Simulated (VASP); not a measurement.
NaCl:

```
Na Cl
1.0
     3.44744    0.00000    0.00000
     0.00000    3.44744    0.00000
     0.00000    0.00000    3.44744
Na Cl
1 1
Cartesian
  0.0000 0.0000 0.0000
  1.7237 1.7237 1.7237
```

This cell differs from its parent crystal: strain -0.3%.

Base run:

```yaml
Program: VASP 6.6.1
Functional: r2SCAN
Potentials_or_basis: VASP PAW PBE potentials, release 64 (Na_pv, Cl)
Cutoff: 520 eV
k_mesh: 8 × 8 × 8
Occupations: gaussian, width 0.01 eV
Spin: no spin polarisation
```

Its results: band gap on the k mesh 4.99 eV (least direct gap 5.54 eV); pressure 0.0 GPa.

Task: The run is repeated on the same cell with these changes: functional from r2SCAN to PBE; occupations from gaussian, width 0.01 eV to fermi-dirac, width 0.02 eV. What comes out?

Result: Band gap on the k mesh 4.14 eV (least direct gap 4.67 eV); pressure 1.4 GPa.

Caveats: the PAW data sets were made with another functional, which shifts forces and pressure a little (at least some runs).

A k mesh can miss the band edges.
